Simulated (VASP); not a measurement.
A run of VASP 6.6.1 is set up as follows.

The input INCAR:

```
PREC     = Accurate       # precision mode
ENCUT    = 600            # plane-wave cutoff, eV
EDIFF    = 1E-6           # SCF threshold, eV
ISMEAR   = 0              # smearing method
SIGMA    = 0.1            # smearing width, eV
LREAL    = False          # projectors in reciprocal space
LASPH    = True           # aspherical terms in the spheres
NELM     = 120            # most SCF steps
ALGO     = Normal         # electronic algorithm
ISIF     = 2              # what is computed and relaxed
LWAVE    = False          # write WAVECAR
LCHARG   = False          # write CHGCAR
GGA      = PE             # functional
NBANDS   = 15             # bands
GGA_COMPAT= False
```

The input KPOINTS:

```
Automatic mesh
0
Gamma
  6 6 6
```

POSCAR

```
YN
1.0
    0.0000000000      2.4450000000      2.4450000000
    2.4450000000      0.0000000000      2.4450000000
    2.4450000000      2.4450000000      0.0000000000
Y N
1 1
Direct
    0.0000000000      0.0000000000      0.0000000000
    0.5000000000      0.5000000000      0.5000000000
```

Potentials or basis: VASP PAW PBE potentials, release 64 (Y_sv, N).

The run is started by

```sh
$ cat potpaw_PBE.64/Y_sv/POTCAR potpaw_PBE.64/N/POTCAR > POTCAR
$ mpirun -np 1 vasp_std > vasp.out
```

Question: Predict the band gap on the k mesh.

Answer: 0.18 eV (least direct gap 0.57 eV).

Question: Predict the pressure.

Answer: 1.5 GPa.

A k mesh can miss the band edges.
